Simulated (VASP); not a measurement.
**Ga: single point with PBE**

Ga:

```
Ga
1.0
     2.76433    0.00000    0.00000
     0.00000    2.76433    0.00000
     0.00000    0.00000    2.66054
Ga
1
Direct
  0.00000 0.00000 0.00000
```

- Program: VASP 6.6.1
- Task: single point
- Functional: PBE
- Potentials or basis: VASP PAW PBE potentials, release 64 (Ga_d)
- Cutoff: 520 eV
- k mesh: 6 × 6 × 8
- Occupations: gaussian, width 0.1 eV
- Spin: no spin polarisation

- Pressure: 0.0 GPa

Levels at points of the mesh, in eV from the Fermi level:
```tsv
k point	band 4	band 5	band 6	band 7	band 8	band 9	band 10	band 11
(0.00, 0.00, 0.00)	-14.51	-14.51	-10.39	8.44	8.44	9.96	11.45	12.06
(0.50, 0.00, 0.00)	-14.62	-14.50	-6.31	-3.98	11.62	13.18	15.46	16.22
(0.50, 0.50, 0.00)	-14.61	-14.41	-2.07	-0.73	-0.73	4.15	16.45	21.10
(0.00, 0.00, 0.50)	-14.66	-14.52	-5.68	-3.90	12.15	12.15	15.44	15.96
(0.50, 0.00, 0.50)	-14.63	-14.37	-1.40	-0.70	-0.24	4.38	15.40	19.87
(0.50, 0.50, 0.50)	-14.40	-14.35	2.34	2.86	2.86	3.69	8.16	8.16
```

Wall time 3.2 s on 1 thread of Intel(R) Xeon(R) 6975P-C (Granite Rapids) (shared host), peak memory 0.13 GiB.

Caveat: the k points lie up to 0.38 Å⁻¹ apart.
